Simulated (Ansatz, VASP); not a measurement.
**Y2F3: VASP beside Ansatz**

Contents of INCAR:

```
PREC = Accurate ; ENCUT = 600
EDIFF = 1E-6 ; ISMEAR = 0
SIGMA = 0.1 ; LREAL = False
LASPH = True ; NELM = 200
ALGO = Normal ; ISIF = 2
LWAVE = False ; LCHARG = False
ISPIN = 2 ; MAGMOM = 0 0 0 0 1 1 1 1 1 1
LORBIT = 11 ; LMAXMIX = 4
GGA = PE ; NBANDS = 58
GGA_COMPAT = False
```

Contents of KPOINTS:

```
regular mesh
0
Gamma
  4 4 4
```

Contents of POSCAR:

```
Y2F3
1.0
    5.5066890082      0.0000000000      0.0000000000
    0.0000000000      5.5066890082      0.0000000000
    0.0000000000      0.0000000000      5.5066890082
Y F
4 6
Direct
    0.7500000000      0.7500000000      0.7500000000
    0.7500000000      0.2500000000      0.2500000000
    0.2500000000      0.2500000000      0.7500000000
    0.2500000000      0.7500000000      0.2500000000
    0.0000000000      0.5000000000      0.5000000000
    0.5000000000      0.5000000000      0.0000000000
    0.0000000000      0.5000000000      0.0000000000
    0.5000000000      0.0000000000      0.5000000000
    0.5000000000      0.0000000000      0.0000000000
    0.0000000000      0.0000000000      0.5000000000
```

Input for Ansatz:

```yaml
crystal:
  lattice:
    - [5.5066890082, 0.0, 0.0]
    - [0.0, 5.5066890082, 0.0]
    - [0.0, 0.0, 5.5066890082]
  atoms:
    - { symbol: "Y", position: [0.75, 0.75, 0.75] }
    - { symbol: "Y", position: [0.75, 0.25, 0.25] }
    - { symbol: "Y", position: [0.25, 0.25, 0.75] }
    - { symbol: "Y", position: [0.25, 0.75, 0.25] }
    - { symbol: F, position: [0.0, 0.5, 0.5], spin: 1.0 }
    - { symbol: F, position: [0.5, 0.5, 0.0], spin: 1.0 }
    - { symbol: F, position: [0.0, 0.5, 0.0], spin: 1.0 }
    - { symbol: F, position: [0.5, 0.0, 0.5], spin: 1.0 }
    - { symbol: F, position: [0.5, 0.0, 0.0], spin: 1.0 }
    - { symbol: F, position: [0.0, 0.0, 0.5], spin: 1.0 }
basis:
  ecutwfc: 420
kpoints:
  mp_grid: { grid: [4, 4, 4] }
hamiltonian:
  xc: pbe
scf:
  occupations: { method: gaussian, width: 0.1 }
  lower_state_search: "off"
output:
  forces: true
  stress: true
  eigenvalues: true
  populations: true
magnetization:
  spin_polarized: true
```

Change from the starting cell: built by hand: vacancy-ordered fluorite (Pn-3m) (Pn-3m, No. 224).

Alike in both runs: task single point; functional PBE; k mesh 4 × 4 × 4; occupations gaussian, width 0.1 eV; collinear spin.

|  | VASP | Ansatz |
| --- | --- | --- |
| version | VASP 6.6.1 | Ansatz 0.2.0 |
| potentials or method | VASP PAW PBE potentials, release 64 (Y_sv, F), cutoff 600 eV | scalar-relativistic, plane waves, PAW |
| valence electrons in the cell | 86 | 86 |

|  | VASP | Ansatz | Ansatz less VASP |
| --- | --- | --- | --- |
| gap on the k mesh at the Fermi level (eV) | none | none | - |
| pressure (GPa) | 0.0 | 0.2 | +0.21 |
| net moment per atom (μB) | 0.08 | 0.08 | -0.001 |
| size of the moment on the site where the two differ most (μB) | 0.09 | 0.04 | -0.046 |

Site moments also hang on the region over which each program counts them. A gap of «none» marks a metal or a gap that the smearing closes.
